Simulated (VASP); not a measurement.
Input of a VASP 6.6.1 run:

File INCAR:

```
PREC     = Accurate       # precision mode
ENCUT    = 520            # plane-wave cutoff, eV
EDIFF    = 1E-6           # SCF threshold, eV
ISMEAR   = 0              # smearing method
SIGMA    = 0.15           # smearing width, eV
LREAL    = False          # projectors in reciprocal space
LASPH    = True           # aspherical terms in the spheres
NELM     = 80             # most SCF steps
ALGO     = Normal         # electronic algorithm
ISIF     = 2              # what is computed and relaxed
LWAVE    = False          # write WAVECAR
LCHARG   = False          # write CHGCAR
GGA      = PS             # functional
NBANDS   = 17             # bands
```

Contents of KPOINTS:

```
Automatic mesh
0
Gamma
  9 9 5
```

POSCAR

```
Ca
1.0
    1.9972168169     -3.4401726241      0.0000000000
    1.9972168169      3.4401726241      0.0000000000
    0.0000000000      0.0000000000      6.5947680333
Ca
2
Direct
    0.8355870000      0.1644130000      0.2500000000
    0.1644130000      0.8355870000      0.7500000000
```

Potentials or basis: VASP PAW PBE potentials, release 64 (Ca_sv).

Launch:

```sh
$ cat potpaw_PBE.64/Ca_sv/POTCAR > POTCAR
$ mpirun -np 1 vasp_std > vasp.out
```

Problem. What does it give for the largest force?

Solution. 0.015 eV/Å.

Problem. What does it give for the band gap on the k mesh?

Solution. Zero (band 10 reaches 1.84 eV, above the bottom of band 11 at 1.37 eV).

Problem. What does it give for the pressure?

Solution. -1.6 GPa.

Forces on the atoms (eV/Å):
```
Ca   0.000  0.015  0.000
Ca   0.000 -0.015  0.000
```

Caveat: the PAW data sets were made with another functional, which shifts forces and pressure a little.
